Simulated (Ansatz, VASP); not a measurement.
**Lu in VASP and in Ansatz**

```
Lu
1.0
     3.21994    0.00000    0.00000
    -1.60997    2.78855    0.00000
     0.00000    0.00000   10.36504
Lu
4
Direct
  0.00000 0.00000 0.00000
  0.00000 0.00000 0.50000
  0.33333 0.66667 0.25000
  0.66667 0.33333 0.75000
```

Change from the starting cell: volume scaled by 0.8, LAPW.

Alike in both runs: task single point; functional PBE; k mesh 10 × 10 × 3; occupations fermi-dirac, width 0.1 eV; no spin polarisation.

|  | VASP | Ansatz |
| --- | --- | --- |
| version | VASP 6.6.1 | Ansatz 0.2.0 |
| potentials or method | VASP PAW PBE potentials, release 64 (Lu), cutoff 520 eV | all-electron LAPW, scalar-relativistic |

|  | VASP | Ansatz | Ansatz less VASP |
| --- | --- | --- | --- |
| pressure (GPa) | 14.2 | 13.8 | -0.44 |

Ansatz ran all-electron here, and VASP with PAW potentials.

Neither program's run includes spin-orbit coupling.
